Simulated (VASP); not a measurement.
Write the native input for VASP 6.6.1 that does the following.

```
Task                   : relaxation of cell and atoms
Functional             : PBE
Potentials or basis    : VASP PAW PBE potentials, release 64 (Tl_d, Pd, Cl)
Cutoff                 : 600 eV
k mesh                 : 4 × 4 × 4
Occupations            : gaussian, width 0.1 eV
Spin                   : no spin polarisation
Dipole correction      : no
Further INCAR settings : ALGO = Normal; EDIFF = 1e-07; IBRION = 2; EDIFFG = -0.04; NSW = 90; ISIF = 3
```

The structure of TlPdCl3 lies in POSCAR:

```
TlPdCl3
1.0
    4.6069915000      0.0000000000      0.0000000000
    0.0000000000      4.6069915000      0.0000000000
    0.0000000000      0.0000000000      4.6069915000
Tl Pd Cl
1 1 3
Direct
    0.5000000000      0.5000000000      0.5000000000
    0.0000000000      0.0000000000      0.0000000000
    0.0000000000      0.5000000000      0.5000000000
    0.5000000000      0.0000000000      0.5000000000
    0.5000000000      0.5000000000      0.0000000000
```

The cell was generated, and may not be a known phase.

These files were run (other wordings do the same):

INCAR

```
SYSTEM = TlPdCl3
  PREC = Accurate
  ENCUT = 600
  EDIFF = 1E-7
  ISMEAR = 0
  SIGMA = 0.1
  LREAL = .False.
  LASPH = .True.
  NELM = 100
  ALGO = Normal
  ISIF = 3
  LWAVE = .False.
  LCHARG = .False.
  GGA = PE
  IBRION = 2
  NSW = 90
  EDIFFG = -0.04
```

KPOINTS

```
regular mesh
0
Gamma
  4 4 4
  0 0 0
```

Potentials or basis: VASP PAW PBE potentials, release 64 (Tl_d, Pd, Cl).

The run is started by

```console
$ cat potpaw_PBE.64/Tl_d/POTCAR potpaw_PBE.64/Pd/POTCAR potpaw_PBE.64/Cl/POTCAR > POTCAR
$ mpirun -np 1 vasp_std > vasp.out
```

Results of the run:

The relaxed volume is 30.71 Å³/atom and the relaxed cell is a = 5.355 Å, b = 5.355 Å, c = 5.355 Å, α = 90.00°, β = 90.00°, γ = 90.00°. The space group after relaxing (to 0.1 Å) is Pm-3m (No. 221). The energy gained by relaxing is 760.5 meV/atom, the ionic steps are 4 and the pressure after relaxing is -0.1 GPa. The band gap on the k mesh is zero (bands 22 and 23 overlap by 0.15 eV).

Caveat: the volume moved by over 15 % at a fixed basis, so the end points are rough; spin-orbit coupling is left out, which moves the levels of the heavy elements.

Wall time 3 min on 1 thread of Intel Xeon 8259CL (shared host), peak memory 0.27 GiB.
